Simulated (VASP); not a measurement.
Write the native input for VASP 6.6.1 that does the following.

```
Task                   : single point
Functional             : r2SCAN
Potentials or basis    : VASP PAW PBE potentials, release 64 (Nb_sv)
Cutoff                 : 550 eV
k mesh                 : 7 × 7 × 7
Occupations            : methfessel-paxton, width 0.05 eV
Spin                   : no spin polarisation
Dipole correction      : no
Further INCAR settings : ALGO = Normal; EDIFF = 1e-06; NBANDS = 12
```

Crystal: Nb.

```xyz
1
Lattice="0.0000 2.1039 2.1039 2.1039 0.0000 2.1039 2.1039 2.1039 0.0000" Properties=species:S:1:pos:R:3 pbc="T T T"
Nb    0.0000    0.0000    0.0000
```

This isn't the form of Nb at room conditions, which is bcc.

These files were run (other wordings do the same):

POSCAR

```
Nb
1.0
    0.0000000000      2.1039081494      2.1039081494
    2.1039081494      0.0000000000      2.1039081494
    2.1039081494      2.1039081494      0.0000000000
Nb
1
Direct
    0.0000000000      0.0000000000      0.0000000000
```

INCAR.step1

```
SYSTEM = Nb
PREC = Accurate
ENCUT = 550
ISMEAR = 1
SIGMA = 0.05
LREAL = .False.
LASPH = .True.
NELM = 120
NBANDS = 12
GGA = PE
ALGO = Normal
EDIFF = 1E-5
LWAVE = .True.
LCHARG = .False.
GGA_COMPAT = .False.
```

INCAR.step2

```
SYSTEM = Nb
PREC = Accurate
ENCUT = 550
EDIFF = 1E-6
ISMEAR = 1
SIGMA = 0.05
LREAL = .False.
LASPH = .True.
NELM = 120
ALGO = Normal
ISIF = 2
LWAVE = .False.
LCHARG = .False.
METAGGA = R2SCAN
LMIXTAU = .True.
NBANDS = 12
ISTART = 1
GGA_COMPAT = .False.
```

KPOINTS

```
Automatic mesh
0
Gamma
  7 7 7
  0 0 0
```

Potentials or basis: VASP PAW PBE potentials, release 64 (Nb_sv).

The run is started by

```bash
$ cat potpaw_PBE.64/Nb_sv/POTCAR > POTCAR
$ cp INCAR.step1 INCAR
$ mpirun -np 1 vasp_std > vasp.out
$ cp INCAR.step2 INCAR
$ mpirun -np 1 vasp_std > vasp.out
```

Results of the run:

```
Pressure               : 0.0 GPa
Band gap on the k mesh : zero (an odd number of electrons rules out a gap without spin polarisation)
```

Caveat: the k points lie up to 0.37 Å⁻¹ apart, too coarse for converged energies and pressures of a metal; the PAW data sets were made with another functional, which shifts forces and pressure a little.

It took 11 s on 1 thread of Intel(R) Xeon(R) 6975P-C (Granite Rapids), on a shared host, peak memory 0.14 GiB.
